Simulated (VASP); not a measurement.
# CdTe (F-43m) in VASP: single point with r2SCAN

Aim: the single point of CdTe with r2SCAN.

Everything below comes from runs of VASP 6.6.1. Logs are shortened: lines on timing, memory, paths and dates and some standing lists are left out, and cuts for length are marked.

## 1. The cell of the first run

It takes space group F-43m (No. 216, cubic). Conventional cell: a = 6.410 Å, b = 6.410 Å, c = 6.410 Å, α = 90.00°, β = 90.00°, γ = 90.00°. Cd (site symmetry -43m) has 4 Te at 2.78 Å within 3.7 Å. Within 3.7 Å of Te (site symmetry -43m) lie 4 Cd at 2.78 Å.

## 2. Single point, r2SCAN

Input file POSCAR:

```
CdTe
1.0
    0.0000000000      3.2050000000      3.2050000000
    3.2050000000      0.0000000000      3.2050000000
    3.2050000000      3.2050000000      0.0000000000
Cd Te
1 1
Direct
    0.0000000000      0.0000000000      0.0000000000
    0.7500000000      0.7500000000      0.7500000000
```

Input file INCAR.step1:

```
PREC = Accurate
ENCUT = 520
ISMEAR = 0
SIGMA = 0.05
LREAL = False
LASPH = True
NELM = 60
NBANDS = 16
GGA = PE
ALGO = Normal
EDIFF = 1E-4
LWAVE = True
LCHARG = False
```

Input file INCAR.step2:

```
PREC = Accurate
ENCUT = 520
EDIFF = 1E-6
ISMEAR = 0
SIGMA = 0.05
LREAL = False
LASPH = True
NELM = 60
ALGO = Normal
ISIF = 2
LWAVE = False
LCHARG = True
METAGGA = R2SCAN
LMIXTAU = True
LELF = True
LVHAR = True
NBANDS = 16
ISTART = 1
```

Input file KPOINTS:

```
regular mesh
0
Gamma
  8 8 8
```

Potentials or basis: VASP PAW PBE potentials, release 64 (Cd, Te).

Command:

```bash
cat potpaw_PBE.64/Cd/POTCAR potpaw_PBE.64/Te/POTCAR > POTCAR
cp INCAR.step1 INCAR
mpirun -np 1 vasp_std > vasp.out
cp INCAR.step2 INCAR
mpirun -np 1 vasp_std > vasp.out
```

OUTCAR:

```text
PREC = Accurate
   ENCUT = 520
   EDIFF = 1E-6
   ISMEAR = 0
   LREAL = False
   LASPH = True
   NELM = 60
   ISIF = 2
   METAGGA = R2SCAN
   ISTART = 1

 ion  position               nearest neighbor table
   1  0.000  0.000  0.000-   2 2.78   2 2.78   2 2.78   2 2.78
   2  0.750  0.750  0.750-   1 2.78   1 2.78   1 2.78   1 2.78

  LATTYP: Found a face centered cubic cell.
 ALAT       =     6.4100000000

  Lattice vectors:

 A1 = (   0.0000000000,   3.2050000000,   3.2050000000)
 A2 = (   3.2050000000,   0.0000000000,   3.2050000000)
 A3 = (   3.2050000000,   3.2050000000,   0.0000000000)

Analysis of symmetry for initial positions (statically):
=====================================================================
 Subroutine PRICEL returns:
 Original cell was already a primitive cell.

 Routine SETGRP: Setting up the symmetry group for a
 face centered cubic supercell.

 Subroutine GETGRP returns: Found 24 space group operations
 (whereof 24 operations were pure point group operations)
 out of a pool of 48 trial point group operations.

The static configuration has the point symmetry T_d .

Analysis of symmetry for dynamics (positions and initial velocities):
=====================================================================
 Subroutine PRICEL returns:
 Original cell was already a primitive cell.

 Routine SETGRP: Setting up the symmetry group for a
 face centered cubic supercell.

 Subroutine GETGRP returns: Found 24 space group operations
 (whereof 24 operations were pure point group operations)
 out of a pool of 48 trial point group operations.

The dynamic configuration has the point symmetry T_d .

 Subroutine INISYM returns: Found 24 space group operations
 (whereof 24 operations are pure point group operations),
 and found     1 'primitive' translations

----------------------------------------------------------------------------------------

                                     Primitive cell

  volume of cell :      65.8437

  direct lattice vectors                    reciprocal lattice vectors
     0.000000000  3.205000000  3.205000000    -0.156006240  0.156006240  0.156006240
     3.205000000  0.000000000  3.205000000     0.156006240 -0.156006240  0.156006240
     3.205000000  3.205000000  0.000000000     0.156006240  0.156006240 -0.156006240

  length of vectors
     4.532554467  4.532554467  4.532554467     0.270210734  0.270210734  0.270210734

  position of ions in fractional coordinates (direct lattice)
     0.000000000  0.000000000  0.000000000
     0.750000000  0.750000000  0.750000000

[... 77 lines left out ...]
   LREAL  =      F    real-space projection
   EDIFFG = 0.1E-04   stopping-criterion for IOM
   NSW    =      0    number of steps for IOM
   IBRION =     -1    ionic relax: 0-MD 1-quasi-New 2-CG
   NFREE  =      0    steps in history (QN), initial steepest desc. (CG)
   ISIF   =      2    stress and relaxation
   ISYM   =      2    0-nonsym 1-usesym 2-fastsym
   POTIM  = 0.5000    time-step for ionic-motion
   TEBEG  =    0.0;   TEEND  =   0.0 temperature during run
   PSTRESS=    0.0 pullay stress
   NELECT =      18.0000    total number of electrons
   NUPDOWN=      -1.0000    fix difference up-down
   EMIN   =  10.00;   EMAX   =-10.00  energy-range for DOS
   EFERMI =   0.00;   METHOD = LEGACY
   ISMEAR =     0;   SIGMA  =   0.05  broadening in eV -4-tet -1-fermi 0-gaus
   EFERMI_NEDOS =   21; number of points for ismear=-14 and -15
   IALGO  =     38    algorithm
   IMIX   =      4    mixing-type and parameters
     AMIX     =   0.40;   BMIX     =  1.00
     AMIX_MAG =   1.60;   BMIX_MAG =  1.00
  volume/ion in A,a.u.               =      32.92       222.17
  Fermi-wavevector in a.u.,A,eV,Ry     =   1.062497  2.007828 15.359610  1.128899
  Thomas-Fermi vector in A             =   2.197950
   LORBIT       =      0    0 simple, 1 ext, 2 COOP (PROOUT), +10 PAW based schemes
   METAGGA = R2SCAN    functional components
   LHFCALC =     F    Hartree Fock is set to
   AEXX    =    0.0000 exact exchange contribution
   IVDW    =     0    specifies the selected vdW correction
   LEPSILON=     F    determine dielectric tensor
   LRPA    =     F    only Hartree local field effects (RPA)
 non-spin polarized calculation
 Gauss-broadening in eV      SIGMA  =   0.05
  energy-cutoff  :      520.00
  volume of cell :       65.84
 maximum number of plane-waves:      1807
 NGX is ok and might be reduce to    36
   NGX = 17   NGY = 17   NGZ = 17

 number of electron      17.9999995 magnetization

 Free energy of the ion-electron system (eV)
  ---------------------------------------------------
  ext. energy  EPLUGINS =         0.00000000
  ---------------------------------------------------
  free energy    TOTEN  =       -46.59767933 eV

  energy without entropy =      -46.59767933  energy(sigma->0) =      -46.59767933

 E-fermi :   2.6189     XC(G=0):  -9.2597

 val. band max:        2.4117994585   @ k =   0.0000   0.0000   0.0000
 cond. band min:       3.7948556583   @ k =   0.0000   0.0000   0.0000
 fundamental gap:      1.3830561997
 Fermi energy:         2.6189039394

 k-point     1 :       0.0000    0.0000    0.0000
  band No.  band energies     occupation
      1      -9.3216      2.00000
      2      -6.2694      2.00000
      3      -6.2693      2.00000
      4      -6.2693      2.00000
      5      -5.9566      2.00000
      6      -5.9566      2.00000
[... 433 lines left out ...]
      3      -6.1505      2.00000
      4      -5.9751      2.00000
      5      -5.9506      2.00000
      6      -5.4443      2.00000
[... 8 lines left out ...]
     15      13.0987      0.00000
     16      13.7809      0.00000

 [... further k-points ...]

------------------------ aborting loop because EDIFF is reached ----------------------------------------

  FORCE on cell =-STRESS in cart. coord.  units (eV):
  Direction    XX          YY          ZZ          XY          YZ          ZX
  --------------------------------------------------------------------------------------
  -------------------------------------------------------------------------------------
  Total        1.3863204      1.3863204      1.3863204      0.0000000      0.0000000     -0.0000000
  in kB       33.7333983     33.7333983     33.7333983      0.0000000      0.0000000     -0.0000000
  external PRESSURE =      33.7333983 kB  Pullay stress =       0.0000000 kB

 VOLUME and BASIS-vectors are now :
 -----------------------------------------------------------------------------
  energy-cutoff  :      520.00
  volume of cell :       65.84
      direct lattice vectors                 reciprocal lattice vectors
     0.000000000  3.205000000  3.205000000    -0.156006240  0.156006240  0.156006240
     3.205000000  0.000000000  3.205000000     0.156006240 -0.156006240  0.156006240
     3.205000000  3.205000000  0.000000000     0.156006240  0.156006240 -0.156006240

 POSITION                                       TOTAL-FORCE (eV/Angst)
 -----------------------------------------------------------------------------------
      0.00000      0.00000      0.00000         0.000000     -0.000000     -0.000000
      4.80750      4.80750      4.80750        -0.000000      0.000000      0.000000
 -----------------------------------------------------------------------------------
    total drift:                                0.000002      0.000002      0.000002

  FREE ENERGIE OF THE ION-ELECTRON SYSTEM (eV)
  ---------------------------------------------------
  free  energy   TOTEN  =       -46.5976793277 eV

  energy  without entropy=      -46.5976793277  energy(sigma->0) =      -46.59767933
```

OSZICAR.step1:

```text
N       E                     dE             d eps       ncg     rms          rms(c)
DAV:   1     0.102462314077E+03    0.10246E+03   -0.84334E+03   944   0.983E+02
DAV:   2    -0.144278359600E+01   -0.10391E+03   -0.98830E+02  1088   0.239E+02
DAV:   3    -0.492329976177E+01   -0.34805E+01   -0.34760E+01  1152   0.455E+01
DAV:   4    -0.495425505108E+01   -0.30955E-01   -0.30954E-01  1408   0.381E+00
DAV:   5    -0.495437723837E+01   -0.12219E-03   -0.12219E-03  1192   0.189E-01    0.603E+00
DAV:   6    -0.474131429793E+01    0.21306E+00   -0.36888E-01  1136   0.753E+00    0.485E+00
DAV:   7    -0.472550752527E+01    0.15807E-01   -0.11238E-01  1064   0.220E+00    0.180E+00
DAV:   8    -0.472633295317E+01   -0.82543E-03   -0.11540E-02  1032   0.124E+00    0.491E-01
DAV:   9    -0.472662493324E+01   -0.29198E-03   -0.95749E-04  1096   0.338E-01    0.121E-01
DAV:  10    -0.472668194485E+01   -0.57012E-04   -0.10760E-04   928   0.102E-01
   1 F= -.47266819E+01 E0= -.47266819E+01  d E =-.600614E-16
```

Run time: 100 s. Hardware: 1 thread of Intel Xeon Platinum 8259CL at 2.50GHz (Skylake/Cascade Lake), shared host; peak memory 0.23 GiB.

Results:

```
Free energy            : -46.5977 eV
Pressure               : 3.4 GPa
Band gap on the k mesh : 1.38 eV, direct
```

Caveat: the PAW data sets were made with another functional, which shifts forces and pressure a little; spin-orbit coupling is left out, which moves the levels of the heavy elements. r2SCAN opens gaps a little over a GGA but as a rule still falls short of measured ones.
